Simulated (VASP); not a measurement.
# SiC (I-4m2) in VASP: a series of runs

Runs on SiC. Level: PBE. Tasks: single point.

All numbers are computed with VASP 6.6.1; they aren't measurements. Logs are shortened: lines on timing, memory, paths and dates and some standing lists are left out, and cuts for length are marked.

## (1) The cell of the first run

It takes space group I-4m2 (No. 119, tetragonal). Conventional cell: a = 3.066 Å, b = 3.066 Å, c = 4.408 Å, α = 90.00°, β = 90.00°, γ = 90.00°. Si (site symmetry -4m2) has 4 C at 1.89 Å within 2.5 Å. C (site symmetry -4m2) has 4 Si at 1.89 Å within 2.5 Å.

## (2) Single point, PBE (biaxial strain in the a-b plane: -1.0 %, then relaxed in part)

Input file INCAR:

```
PREC     = Accurate       # precision mode
ENCUT    = 520            # plane-wave cutoff, eV
EDIFF    = 1E-6           # SCF threshold, eV
ISMEAR   = 0              # smearing method
SIGMA    = 0.02           # smearing width, eV
LREAL    = False          # projectors in reciprocal space
LASPH    = True           # aspherical terms in the spheres
NELM     = 80             # most SCF steps
ALGO     = Normal         # electronic algorithm
ISIF     = 2              # what is computed and relaxed
LWAVE    = False          # write WAVECAR
LCHARG   = True           # write CHGCAR
GGA      = PE             # functional
LELF     = True           # ELF
LVHAR    = True         
NBANDS   = 16             # bands
```

Input file KPOINTS:

```
Automatic mesh
0
Gamma
  10 10 6
```

Input file POSCAR:

```
SiC
1.0
    2.1679643412      2.1679643412      0.0000000000
   -2.1679643412      2.1679643412      0.0000000000
    0.0000000000      0.0000000000      4.4084582277
Si C
2 2
Direct
    0.5000000000      0.0000000000      0.7500000000
    0.0000000000      0.5000000000      0.2500000000
    0.0000000000      0.0000000000      0.0000000000
    0.5000000000      0.5000000000      0.5000000000
```

Potentials or basis: VASP PAW PBE potentials, release 64 (Si, C).

On the command line:

```
$ cat potpaw_PBE.64/Si/POTCAR potpaw_PBE.64/C/POTCAR > POTCAR
$ mpirun -np 1 vasp_std > vasp.out
```

OUTCAR:

```text
PREC = Accurate
   ENCUT = 520
   EDIFF = 1E-6
   ISMEAR = 0
   LREAL = False
   LASPH = True
   NELM = 80
   ISIF = 2
   GGA = PE

 ion  position               nearest neighbor table
   1  0.500  0.000  0.750-   3 1.89   4 1.89   4 1.89   3 1.89   2 3.09   2 3.09   2 3.09   2 3.09
                             2 3.09   2 3.09   2 3.09   2 3.09
   2  0.000  0.500  0.250-   3 1.89   4 1.89   3 1.89   4 1.89   1 3.09   1 3.09   1 3.09   1 3.09
                             1 3.09   1 3.09   1 3.09   1 3.09
   3  0.000  0.000  0.000-   1 1.89   2 1.89   2 1.89   1 1.89
   4  0.500  0.500  0.500-   1 1.89   2 1.89   1 1.89   2 1.89

  LATTYP: Found a simple tetragonal cell.
 ALAT       =     3.0659645741
 C/A-ratio  =     1.4378699170

  Lattice vectors:

 A1 = (   2.1679643412,   2.1679643412,   0.0000000000)
 A2 = (  -2.1679643412,   2.1679643412,   0.0000000000)
 A3 = (   0.0000000000,   0.0000000000,   4.4084582277)

Analysis of symmetry for initial positions (statically):
=====================================================================
 Subroutine PRICEL returns following result:

  LATTYP: Found a body centered tetragonal cell.
 ALAT       =     3.0659645741
 C/A-ratio  =     1.4378699170

  Lattice vectors:

 A1 = (   2.1679643412,   0.0000000000,  -2.2042291139)
 A2 = (  -2.1679643412,   0.0000000000,  -2.2042291138)
 A3 = (   0.0000000000,   2.1679643412,   2.2042291138)

   2 primitive cells build up your supercell.

 Routine SETGRP: Setting up the symmetry group for a
 simple tetragonal supercell.

 Subroutine GETGRP returns: Found  8 space group operations
 (whereof  8 operations were pure point group operations)
 out of a pool of 16 trial point group operations.

The static configuration has the point symmetry D_2d.

Analysis of symmetry for dynamics (positions and initial velocities):
=====================================================================
 Subroutine PRICEL returns following result:

  LATTYP: Found a body centered tetragonal cell.
 ALAT       =     3.0659645741
 C/A-ratio  =     1.4378699170

  Lattice vectors:

 A1 = (   2.1679643412,   0.0000000000,  -2.2042291139)
 A2 = (  -2.1679643412,   0.0000000000,  -2.2042291138)
 A3 = (   0.0000000000,   2.1679643412,   2.2042291138)

   2 primitive cells build up your supercell.

 Routine SETGRP: Setting up the symmetry group for a
 simple tetragonal supercell.

 Subroutine GETGRP returns: Found  8 space group operations
 (whereof  8 operations were pure point group operations)
 out of a pool of 16 trial point group operations.

The dynamic configuration has the point symmetry D_2d.

 Subroutine INISYM returns: Found  8 space group operations
 (whereof  8 operations are pure point group operations),
 and found     2 'primitive' translations

----------------------------------------------------------------------------------------

                                     Primitive cell

  volume of cell :      20.7201

  direct lattice vectors                    reciprocal lattice vectors
     2.167964341  0.000000000 -2.204229114     0.230631100  0.230631100 -0.226836674
    -2.167964341  0.000000000 -2.204229114    -0.230631100  0.230631100 -0.226836674
     0.000000000  2.167964341  2.204229114     0.000000000  0.461262199  0.000000000

  length of vectors
     3.091713986  3.091713986  3.091713986     0.397286150  0.397286150  0.461262199

  position of ions in fractional coordinates (direct lattice)
     0.750000000  0.250000000  0.500000000
     0.000000000  0.000000000  0.000000000

  ion indices of the primitive-cell ions
   primitive index   ion index
                 1           1
                 2           3

----------------------------------------------------------------------------------------

 KPOINTS: Automatic mesh

Automatic generation of k-mesh.
 Grid dimensions read from file:
 generate k-points for:   10   10    6

 Generating k-lattice:

  Cartesian coordinates                     Fractional coordinates (reciprocal lattice)
     0.023063110  0.023063110  0.000000000     0.100000000  0.000000000  0.000000000
    -0.023063110  0.023063110  0.000000000     0.000000000  0.100000000  0.000000000
     0.000000000  0.000000000  0.037806112     0.000000000  0.000000000  0.166666667

  Length of vectors
     0.032616163  0.032616163  0.037806112

  Shift w.r.t. Gamma in fractional coordinates (k-lattice)
     0.000000000  0.000000000  0.000000000

 Subroutine IBZKPT returns following result:
 ===========================================

 Found     84 irreducible k-points:

 Following reciprocal coordinates:
            Coordinates               Weight
  0.000000  0.000000  0.000000      1.000000
  0.100000  0.000000  0.000000      4.000000
  0.200000  0.000000  0.000000      4.000000
  0.300000  0.000000  0.000000      4.000000
  0.400000  0.000000  0.000000      4.000000
  0.500000  0.000000  0.000000      2.000000
[... 16 lines left out ...]
  0.100000  0.000000  0.166667      8.000000
  0.200000  0.000000  0.166667      8.000000
 [... further k-points ...]
   k-points           NKPTS =     84   k-points in BZ     NKDIM =     84   number of bands    NBANDS=     16
   number of dos      NEDOS =    301   number of ions     NIONS =      4
   total plane-waves  NPLWV =  20736
   dimension x,y,z NGX =    24 NGY =   24 NGZ =   36
   dimension x,y,z NGXF=    48 NGYF=   48 NGZF=   72
   ions per type =               2   2
   NGX,Y,Z   is equivalent  to a cutoff of  13.01, 13.01, 13.58 a.u.
   NGXF,Y,Z  is equivalent  to a cutoff of  26.03, 26.03, 27.15 a.u.
 SYSTEM =  unknown system
   PREC   = accura    normal or accurate (medium, high low for compatibility)
   ISTART =      0    job   : 0-new  1-cont  2-samecut
   ICHARG =      2    charge: 1-file 2-atom 10-const
   ISPIN  =      1    spin polarized calculation?
   LNONCOLLINEAR =      F non collinear calculations
   LSORBIT =      F    spin-orbit coupling
   LASPH  =      T    aspherical Exc in radial PAW
   ENCUT  =  520.0 eV  38.22 Ry    6.18 a.u.   5.70  5.70  8.20*2*pi/ulx,y,z
   NELM   =     80;   NELMIN=  2; NELMDL= -5     # of ELM steps
   EDIFF  = 0.1E-05   stopping-criterion for ELM
   LREAL  =      F    real-space projection
   EDIFFG = 0.1E-04   stopping-criterion for IOM
   NSW    =      0    number of steps for IOM
   IBRION =     -1    ionic relax: 0-MD 1-quasi-New 2-CG
   NFREE  =      0    steps in history (QN), initial steepest desc. (CG)
   ISIF   =      2    stress and relaxation
   ISYM   =      2    0-nonsym 1-usesym 2-fastsym
   POTIM  = 0.5000    time-step for ionic-motion
   TEBEG  =    0.0;   TEEND  =   0.0 temperature during run
   PSTRESS=    0.0 pullay stress
   NELECT =      16.0000    total number of electrons
   NUPDOWN=      -1.0000    fix difference up-down
   EMIN   =  10.00;   EMAX   =-10.00  energy-range for DOS
   EFERMI =   0.00;   METHOD = LEGACY
   ISMEAR =     0;   SIGMA  =   0.02  broadening in eV -4-tet -1-fermi 0-gaus
   EFERMI_NEDOS =   21; number of points for ismear=-14 and -15
   IALGO  =     38    algorithm
   IMIX   =      4    mixing-type and parameters
     AMIX     =   0.40;   BMIX     =  1.00
     AMIX_MAG =   1.60;   BMIX_MAG =  1.00
  volume/ion in A,a.u.               =      10.36        69.91
  Fermi-wavevector in a.u.,A,eV,Ry     =   1.192087  2.252717 19.334839  1.421071
  Thomas-Fermi vector in A             =   2.328133
   LORBIT       =      0    0 simple, 1 ext, 2 COOP (PROOUT), +10 PAW based schemes
   GGA     = PE    functional components
   LHFCALC =     F    Hartree Fock is set to
   AEXX    =    0.0000 exact exchange contribution
   IVDW    =     0    specifies the selected vdW correction
   LEPSILON=     F    determine dielectric tensor
   LRPA    =     F    only Hartree local field effects (RPA)
 non-spin polarized calculation
 Gauss-broadening in eV      SIGMA  =   0.02
  energy-cutoff  :      520.00
  volume of cell :       41.44
 maximum number of plane-waves:      1136
 NGX is ok and might be reduce to    24
   NGX = 11   NGY = 11   NGZ = 17

 number of electron      15.9999999 magnetization

 Free energy of the ion-electron system (eV)
  ---------------------------------------------------
  ext. energy  EPLUGINS =         0.00000000
  ---------------------------------------------------
  free energy    TOTEN  =       -30.11047048 eV

  energy without entropy =      -30.11047048  energy(sigma->0) =      -30.11047048

 E-fermi :   8.2971     XC(G=0): -11.3506

 val. band max:        8.1313189806   @ k =   0.0000   0.0000   0.0000
 cond. band min:       9.4020084787   @ k =   0.5000   0.5000   0.0000
 fundamental gap:      1.2706894981
 Fermi energy:         8.2970521083

 k-point     1 :       0.0000    0.0000    0.0000
  band No.  band energies     occupation
      1      -7.3005      2.00000
      2      -2.3745      2.00000
      3       0.1641      2.00000
      4       5.0294      2.00000
      5       5.0294      2.00000
      6       8.0156      2.00000
[... 8 lines left out ...]
     15      22.1565      0.00000
     16      22.1568      0.00000

 k-point     2 :       0.1000    0.0000    0.0000
  band No.  band energies     occupation
      1      -7.1689      2.00000
      2      -2.3326      2.00000
      3       0.2710      2.00000
      4       4.2791      2.00000
      5       5.1278      2.00000
      6       7.5037      2.00000
[... 8 lines left out ...]
     15      21.7098      0.00000
     16      21.8177      0.00000

 k-point     3 :       0.2000    0.0000    0.0000
  band No.  band energies     occupation
      1      -6.7774      2.00000
      2      -2.2808      2.00000
      3       0.5575      2.00000
      4       3.0100      2.00000
      5       5.4150      2.00000
      6       6.1423      2.00000
[... 8 lines left out ...]
     15      20.3621      0.00000
     16      20.6276      0.00000

 k-point     4 :       0.3000    0.0000    0.0000
  band No.  band energies     occupation
      1      -6.1379      2.00000
      2      -2.4882      2.00000
      3       0.8857      2.00000
      4       2.3587      2.00000
      5       4.6408      2.00000
      6       5.8651      2.00000
[... 8 lines left out ...]
     15      19.3401      0.00000
     16      19.6136      0.00000

 k-point     5 :       0.4000    0.0000    0.0000
  band No.  band energies     occupation
      1      -5.2771      2.00000
      2      -3.2201      2.00000
      3       1.2962      2.00000
      4       2.7435      2.00000
      5       3.2519      2.00000
      6       4.7892      2.00000
[... 8 lines left out ...]
     15      18.1378      0.00000
     16      18.7482      0.00000

 k-point     6 :       0.5000    0.0000    0.0000
  band No.  band energies     occupation
      1      -4.2552      2.00000
      2      -4.2552      2.00000
      3       2.0999      2.00000
      4       2.0999      2.00000
      5       3.6603      2.00000
      6       3.6603      2.00000
[... 8 lines left out ...]
     15      17.8159      0.00000
     16      17.8159      0.00000
[... 267 lines left out ...]
 k-point    21 :       0.5000    0.5000    0.0000
  band No.  band energies     occupation
      1      -2.2462      2.00000
      2      -2.2462      2.00000
      3       0.3713      2.00000
      4       0.3713      2.00000
      5       4.8382      2.00000
      6       4.8382      2.00000
[... 8 lines left out ...]
     15      22.3451      0.00000
     16      22.3456      0.00000

 k-point    22 :       0.0000    0.0000    0.1667
  band No.  band energies     occupation
      1      -7.1234      2.00000
      2      -3.2507      2.00000
      3       1.1844      2.00000
      4       5.1730      2.00000
      5       5.1730      2.00000
      6       7.4754      2.00000
[... 8 lines left out ...]
     15      20.3982      0.00000
     16      21.5854      0.00000

 k-point    23 :       0.1000    0.0000    0.1667
  band No.  band energies     occupation
      1      -6.9927      2.00000
      2      -3.1692      2.00000
      3       1.2018      2.00000
      4       4.4983      2.00000
      5       5.2689      2.00000
      6       6.6494      2.00000
[... 8 lines left out ...]
     15      20.5939      0.00000
     16      20.8857      0.00000

 k-point    24 :       0.2000    0.0000    0.1667
  band No.  band energies     occupation
      1      -6.6043      2.00000
      2      -2.9695      2.00000
      3       1.0800      2.00000
      4       3.5102      2.00000
      5       5.2189      2.00000
      6       5.5477      2.00000
[... 8 lines left out ...]
     15      19.7534      0.00000
     16      19.9386      0.00000

 [... further k-points ...]
[... 5 lines left out ...]
  --------------------------------------------------------------------------------------
  -------------------------------------------------------------------------------------
  Total        1.1275702      1.1275702     -0.0166340      0.0000000      0.0000000      0.0000000
  in kB       43.5946500     43.5946500     -0.6431127      0.0000000      0.0000000      0.0000000
  external PRESSURE =      28.8487291 kB  Pullay stress =       0.0000000 kB

 VOLUME and BASIS-vectors are now :
 -----------------------------------------------------------------------------
  energy-cutoff  :      520.00
  volume of cell :       41.44
      direct lattice vectors                 reciprocal lattice vectors
     2.167964341  2.167964341  0.000000000     0.230631100  0.230631100  0.000000000
    -2.167964341  2.167964341  0.000000000    -0.230631100  0.230631100  0.000000000
     0.000000000  0.000000000  4.408458228     0.000000000  0.000000000  0.226836674

 POSITION                                       TOTAL-FORCE (eV/Angst)
 -----------------------------------------------------------------------------------
      1.08398      1.08398      3.30634        -0.000000     -0.000000     -0.000000
     -1.08398      1.08398      1.10211        -0.000000     -0.000000     -0.000000
      0.00000      0.00000      0.00000         0.000000      0.000000     -0.000000
      0.00000      2.16796      2.20423        -0.000000     -0.000000      0.000000
 -----------------------------------------------------------------------------------
    total drift:                               -0.000000      0.000000     -0.000000

  FREE ENERGIE OF THE ION-ELECTRON SYSTEM (eV)
  ---------------------------------------------------
  free  energy   TOTEN  =       -30.1104704836 eV

  energy  without entropy=      -30.1104704836  energy(sigma->0) =      -30.11047048
```

Wall time 18 s (1 thread of Intel Xeon 6975P-C (Granite Rapids), shared host); peak memory 0.17 GiB.

Results:

| Property | Result |
| --- | --- |
| Free energy | -30.1105 eV |
| Pressure | 2.9 GPa |
| Band gap on the k mesh | 1.27 eV |

Stress tensor (GPa, compression positive):
```
 4.36  0.00  0.00
 0.00  4.36  0.00
 0.00  0.00 -0.06
```

Caveat: the cell differs from its parent crystal (biaxial strain in the a-b plane: -1.0 %, then relaxed in part). A k mesh can miss the band edges.

## (3) Single point, PBE (biaxial strain in the a-b plane: -1.0 %)

Input file INCAR:

```
SYSTEM = SiC
  PREC = Accurate
  ENCUT = 520
  EDIFF = 1E-7
  ISMEAR = 0
  SIGMA = 0.02
  LREAL = .FALSE.
  LASPH = .TRUE.
  NELM = 100
  ALGO = Normal
  ISIF = 2
  LWAVE = .FALSE.
  LCHARG = .TRUE.
  GGA = PE
  LELF = .TRUE.
  LVHAR = .TRUE.
  NBANDS = 16
```

Input file KPOINTS:

```
Automatic mesh
0
G
  10 10 6
  0 0 0
```

Edit POSCAR of step 2 so:

```diff
@@ -4,3 +4,3 @@
    -2.1679643412      2.1679643412      0.0000000000
-    0.0000000000      0.0000000000      4.4084582277
+    0.0000000000      0.0000000000      4.4060042974
 Si C
```

Potentials or basis: VASP PAW PBE potentials, release 64 (Si, C).

On the command line:

```
$ cat potpaw_PBE.64/Si/POTCAR potpaw_PBE.64/C/POTCAR > POTCAR
$ mpirun -np 1 vasp_std > vasp.out
```

OUTCAR:

```text
SYSTEM = SiC
   PREC = Accurate
   ENCUT = 520
   EDIFF = 1E-7
   ISMEAR = 0
   LREAL = .FALSE.
   LASPH = .TRUE.
   NELM = 100
   ISIF = 2
   GGA = PE

 ion  position               nearest neighbor table
   1  0.500  0.000  0.750-   3 1.89   4 1.89   4 1.89   3 1.89   2 3.09   2 3.09   2 3.09   2 3.09
                             2 3.09   2 3.09   2 3.09   2 3.09
   2  0.000  0.500  0.250-   3 1.89   4 1.89   3 1.89   4 1.89   1 3.09   1 3.09   1 3.09   1 3.09
                             1 3.09   1 3.09   1 3.09   1 3.09
   3  0.000  0.000  0.000-   1 1.89   2 1.89   2 1.89   1 1.89
   4  0.500  0.500  0.500-   1 1.89   2 1.89   1 1.89   2 1.89

[... 677 lines left out ...]
  -------------------------------------------------------------------------------------
  Total        1.1468724      1.1468724      0.0427648      0.0000000      0.0000000      0.0000000
  in kB       44.3656158     44.3656158      1.6543132      0.0000000      0.0000000      0.0000000
  external PRESSURE =      30.1285149 kB  Pullay stress =       0.0000000 kB

 VOLUME and BASIS-vectors are now :
 -----------------------------------------------------------------------------
  energy-cutoff  :      520.00
  volume of cell :       41.42
      direct lattice vectors                 reciprocal lattice vectors
     2.167964341  2.167964341  0.000000000     0.230631100  0.230631100  0.000000000
    -2.167964341  2.167964341  0.000000000    -0.230631100  0.230631100  0.000000000
     0.000000000  0.000000000  4.406004297     0.000000000  0.000000000  0.226963011

 POSITION                                       TOTAL-FORCE (eV/Angst)
 -----------------------------------------------------------------------------------
      1.08398      1.08398      3.30450        -0.000000     -0.000000     -0.000000
     -1.08398      1.08398      1.10150        -0.000000     -0.000000     -0.000000
      0.00000      0.00000      0.00000        -0.000000     -0.000000     -0.000000
      0.00000      2.16796      2.20300         0.000000      0.000000      0.000000
 -----------------------------------------------------------------------------------
    total drift:                               -0.000000      0.000000     -0.000000

  FREE ENERGIE OF THE ION-ELECTRON SYSTEM (eV)
  ---------------------------------------------------
  free  energy   TOTEN  =       -30.1104572901 eV

  energy  without entropy=      -30.1104572901  energy(sigma->0) =      -30.11045729
```

stdout:

```text
POSCAR found type information on POSCAR SiC
 POSCAR found :  2 types and       4 ions
 scaLAPACK will be used
 LDA part: xc-table for (Slater+PW92), standard interpolation
 POSCAR, INCAR and KPOINTS ok, starting setup
 FFT: planning ... GRIDC
 FFT: planning ... GRID_SOFT
 FFT: planning ... GRID
 WAVECAR not read
 entering main loop
```

Wall time 26 s (1 thread of Intel Xeon 6975P-C (Granite Rapids), shared host); peak memory 0.18 GiB.

Results:

```
Free energy            : -30.1105 eV
Pressure               : 3.0 GPa
Band gap on the k mesh : 1.27 eV
```

Stress tensor (GPa, compression positive):
```
4.44 0.00 0.00
0.00 4.44 0.00
0.00 0.00 0.17
```

Caveat: the cell differs from its parent crystal (biaxial strain in the a-b plane: -1.0 %). A k mesh can miss the band edges.

(Continued in part 2 of 2.)
